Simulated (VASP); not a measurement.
# BeS (F-43m) in VASP: a series of runs, part 2 of 2

VASP 6.6.1. Earlier steps stand in the parts before.

### Step 3. Single point, PBE+D3(BJ)

This run uses another cell than the first one, of 13.96 Å³/atom.

File INCAR:

```
SYSTEM = BeS
PREC = Accurate
ENCUT = 600
EDIFF = 1E-6
ISMEAR = 0
SIGMA = 0.02
LREAL = .FALSE.
LASPH = .TRUE.
NELM = 120
ALGO = Normal
ISIF = 2
LWAVE = .FALSE.
LCHARG = .FALSE.
GGA = PE
IVDW = 12
NBANDS = 11
GGA_COMPAT = .FALSE.
```

File KPOINTS:

```
regular mesh
0
G
  8 8 8
  0 0 0
```

File POSCAR:

```
BeS
1.0
    0.0000000000      2.4078487131      2.4078487131
    2.4078487131      0.0000000000      2.4078487131
    2.4078487131      2.4078487131      0.0000000000
Be S
1 1
Direct
    0.0000000000      0.0000000000      0.0000000000
    0.2500000000      0.2500000000      0.2500000000
```

Potentials or basis: VASP PAW PBE potentials, release 64 (Be, S).

Launch:

```console
> cat potpaw_PBE.64/Be/POTCAR potpaw_PBE.64/S/POTCAR > POTCAR
> mpirun -np 1 vasp_std > vasp.out
```

OUTCAR:

```text
SYSTEM = BeS
   PREC = Accurate
   ENCUT = 600
   EDIFF = 1E-6
   ISMEAR = 0
   LREAL = .FALSE.
   LASPH = .TRUE.
   NELM = 120
   ISIF = 2
   GGA = PE
   IVDW = 12
 IVDW          = 12

 ion  position               nearest neighbor table
   1  0.000  0.000  0.000-   2 2.09   2 2.09   2 2.09   2 2.09
   2  0.250  0.250  0.250-   1 2.09   1 2.09   1 2.09   1 2.09

  LATTYP: Found a face centered cubic cell.
 ALAT       =     4.8156974262

  Lattice vectors:

 A1 = (   0.0000000000,   2.4078487131,   2.4078487131)
 A2 = (   2.4078487131,   0.0000000000,   2.4078487131)
 A3 = (   2.4078487131,   2.4078487131,   0.0000000000)

Analysis of symmetry for initial positions (statically):
=====================================================================
 Subroutine PRICEL returns:
 Original cell was already a primitive cell.

 Routine SETGRP: Setting up the symmetry group for a
 face centered cubic supercell.

 Subroutine GETGRP returns: Found 24 space group operations
 (whereof 24 operations were pure point group operations)
 out of a pool of 48 trial point group operations.

The static configuration has the point symmetry T_d .

Analysis of symmetry for dynamics (positions and initial velocities):
=====================================================================
 Subroutine PRICEL returns:
 Original cell was already a primitive cell.

 Routine SETGRP: Setting up the symmetry group for a
 face centered cubic supercell.

 Subroutine GETGRP returns: Found 24 space group operations
 (whereof 24 operations were pure point group operations)
 out of a pool of 48 trial point group operations.

The dynamic configuration has the point symmetry T_d .

 Subroutine INISYM returns: Found 24 space group operations
 (whereof 24 operations are pure point group operations),
 and found     1 'primitive' translations

----------------------------------------------------------------------------------------

[... 118 lines left out ...]
   LHFCALC =     F    Hartree Fock is set to
   AEXX    =    0.0000 exact exchange contribution
   IVDW    =    12    specifies the selected vdW correction
   LEPSILON=     F    determine dielectric tensor
   LRPA    =     F    only Hartree local field effects (RPA)
 non-spin polarized calculation
 Gauss-broadening in eV      SIGMA  =   0.02
  energy-cutoff  :      600.00
  volume of cell :       27.92
 maximum number of plane-waves:       950
   NGX = 13   NGY = 13   NGZ = 13

 number of electron       8.0000000 magnetization

 Free energy of the ion-electron system (eV)
  ---------------------------------------------------
  ext. energy  EPLUGINS =         0.00000000
  ---------------------------------------------------
  free energy    TOTEN  =       -10.00120710 eV

  energy without entropy =      -10.00120710  energy(sigma->0) =      -10.00120710

 E-fermi :   4.5221     XC(G=0):  -9.8191

 val. band max:        4.3976059312   @ k =   0.0000   0.0000   0.0000
 cond. band min:       7.4596684722   @ k =   0.5000   0.5000   0.0000
 fundamental gap:      3.0620625409
 Fermi energy:         4.5220623526

 k-point     1 :       0.0000    0.0000    0.0000
  band No.  band energies     occupation
      1      -9.4401      2.00000
      2       4.3976      2.00000
      3       4.3976      2.00000
      4       4.3976      2.00000
      5      10.0574      0.00000
      6      10.0574      0.00000
      7      10.0574      0.00000
      8      10.4661      0.00000
      9      17.2525      0.00000
     10      17.2525      0.00000
     11      19.4363      0.00000
[... 309 lines left out ...]
 k-point    24 :      -0.3750    0.2500    0.1250
  band No.  band energies     occupation
      1      -7.4839      2.00000
      2      -0.9838      2.00000
      3       1.5539      2.00000
      4       2.5034      2.00000
      5      10.4859      0.00000
      6      11.0417      0.00000
      7      13.6328      0.00000
      8      15.0161      0.00000
      9      15.9378      0.00000
     10      19.8550      0.00000
     11      20.5547      0.00000

 [... further k-points ...]

------------------------ aborting loop because EDIFF is reached ----------------------------------------

 Edisp (eV)   -0.61642

 E8    (eV) :    -0.2210

  FORCE on cell =-STRESS in cart. coord.  units (eV):
  Direction    XX          YY          ZZ          XY          YZ          ZX
  --------------------------------------------------------------------------------------
  -------------------------------------------------------------------------------------
  Total       0.01052     0.01052     0.01052     0.00000    -0.00000     0.00000
  in kB       0.60340     0.60340     0.60340     0.00000    -0.00000     0.00000
  external pressure =        0.60 kB  Pullay stress =        0.00 kB

 VOLUME and BASIS-vectors are now :
 -----------------------------------------------------------------------------
  energy-cutoff  :      600.00
  volume of cell :       27.92
      direct lattice vectors                 reciprocal lattice vectors
     0.000000000  2.407848713  2.407848713    -0.207654242  0.207654242  0.207654242
     2.407848713  0.000000000  2.407848713     0.207654242 -0.207654242  0.207654242
     2.407848713  2.407848713  0.000000000     0.207654242  0.207654242 -0.207654242

 POSITION                                       TOTAL-FORCE (eV/Angst)
 -----------------------------------------------------------------------------------
      0.00000      0.00000      0.00000        -0.000000     -0.000000     -0.000000
      1.20392      1.20392      1.20392         0.000000      0.000000      0.000000
 -----------------------------------------------------------------------------------
    total drift:                                0.000000      0.000000      0.000000

  FREE ENERGIE OF THE ION-ELECTRON SYSTEM (eV)
  ---------------------------------------------------
  free  energy   TOTEN  =       -10.6176308474 eV

  energy  without entropy=      -10.6176308474  energy(sigma->0) =      -10.61763085
```

stdout:

```text
POSCAR found type information on POSCAR BeS
 POSCAR found :  2 types and       2 ions
 scaLAPACK will be used
 LDA part: xc-table for (Slater+PW92), standard interpolation
 POSCAR, INCAR and KPOINTS ok, starting setup
 FFT: planning ... GRIDC
 FFT: planning ... GRID_SOFT
 FFT: planning ... GRID
 WAVECAR not read
 entering main loop
```

It took 17 s on 1 thread of Intel Xeon 8259CL, shared host; peak memory 0.16 GiB.

Results:

- Free energy: -10.6176 eV
- Pressure: 0.1 GPa
- Band gap on the k mesh: 3.06 eV (least direct gap 5.66 eV)
- Dispersion energy per atom: -0.308 eV

Levels at points of the mesh, in eV from the valence-band top:
| k point | band 1 | band 2 | band 3 | band 4 | band 5 | band 6 | band 7 | band 8 |
| --- | --- | --- | --- | --- | --- | --- | --- | --- |
| (0.00, 0.00, 0.00) | -13.84 | 0.00 | 0.00 | 0.00 | 5.66 | 5.66 | 5.66 | 6.07 |
| (0.50, 0.00, 0.00) | -12.17 | -5.93 | -1.06 | -1.06 | 5.56 | 6.56 | 6.56 | 11.31 |
| (0.50, 0.50, 0.00) | -11.60 | -5.13 | -2.72 | -2.72 | 3.06 | 4.90 | 12.96 | 12.96 |

A k mesh can miss the band edges.

### Step 4. Relaxation of cell and atoms, PBE+D3(BJ)

File INCAR:

```
SYSTEM = BeS
  PREC = Accurate
  ENCUT = 600
  EDIFF = 1E-7
  ISMEAR = 0
  SIGMA = 0.02
  LREAL = .FALSE.
  LASPH = .TRUE.
  NELM = 120
  ALGO = Normal
  ISIF = 3
  LWAVE = .FALSE.
  LCHARG = .FALSE.
  GGA = PE
  IVDW = 12
  IBRION = 2
  NSW = 100
  EDIFFG = -0.002
  GGA_COMPAT = .FALSE.
  NELMIN = 4
```

KPOINTS is that of step 3.

File POSCAR:

```
BeS
1.0
    0.0000000000      2.4351516500      2.4351516500
    2.4351516500      0.0000000000      2.4351516500
    2.4351516500      2.4351516500      0.0000000000
Be S
1 1
Direct
    0.0000000000      0.0000000000      0.0000000000
    0.2500000000      0.2500000000      0.2500000000
```

Launch:

```console
> cat potpaw_PBE.64/Be/POTCAR potpaw_PBE.64/S/POTCAR > POTCAR
> mpirun -np 1 vasp_std > vasp.out
```

It took 36 s on 1 thread of Intel Xeon 8259CL, shared host; peak memory 0.16 GiB.

The run converged. Its results:

```yaml
Free_energy: -10.6177 eV
Relaxed_volume: 13.97 Å³/atom
Relaxed_cell: a = 3.406 Å, b = 3.406 Å, c = 3.406 Å, α = 60.00°, β = 60.00°, γ = 60.00°
Space_group_after_relaxing_to_0.1_Å: F-43m (No. 216)
Energy_gained_by_relaxing: 4.7 meV/atom
Ionic_steps: 3
Pressure_after_relaxing: 0.0 GPa
Band_gap_on_the_k_mesh: 3.06 eV (least direct gap 5.66 eV)
Dispersion_energy_per_atom: -0.308 eV
```

Step by step:
| step | energy change (eV) | largest force (eV/Å) | pressure (GPa) | volume (Å³) |
| --- | --- | --- | --- | --- |
| 1 | 0.0000 | 0.0000 | -3.12 | 28.88 |
| 2 | -0.0090 | 0.0000 | 0.78 | 27.72 |
| 3 | -0.0095 | 0.0000 | 0.01 | 27.93 |

Final structure:
```
Be S
1.0
     0.00000    2.40825    2.40825
     2.40825    0.00000    2.40825
     2.40825    2.40825    0.00000
Be S
1 1
Direct
  0.00000 0.00000 0.00000
  0.25000 0.25000 0.25000
```

Levels at points of the mesh, in eV from the valence-band top:
```csv
k point,band 2,band 3,band 4,band 5,band 6,band 7
"(0.00, 0.00, 0.00)",0.00,0.00,0.00,5.66,5.66,5.66
"(0.50, 0.00, 0.00)",-5.92,-1.06,-1.06,5.55,6.56,6.56
"(0.50, 0.50, 0.00)",-5.13,-2.71,-2.71,3.06,4.90,12.95
```

A k mesh can miss the band edges.

### Step 5. The runs side by side

```csv
task,cell,k mesh,smearing,gap on the mesh (eV),pressure (GPa)
single point,"a = 3.444 Å, angles 60.0°, 2 atoms",6 × 6 × 6,gaussian 0.1 eV,3.14,-3.1
single point,"a = 3.405 Å, angles 60.0°, 2 atoms",8 × 8 × 8,gaussian 0.02 eV,3.06,0.1
relaxation of cell and atoms,"relaxed from a = 3.444 Å, angles 60.0°, 2 atoms",8 × 8 × 8,gaussian 0.02 eV,3.06,0.0
```

Alike in all rows: level PBE+D3(BJ); potentials or basis VASP PAW PBE potentials, release 64 (Be, S); no spin polarisation; cutoff (eV) 600.

Caveats: the cell stands under tension (at least some runs).

Total energies depend on the potentials used, so only differences within one code and one set of settings carry meaning.
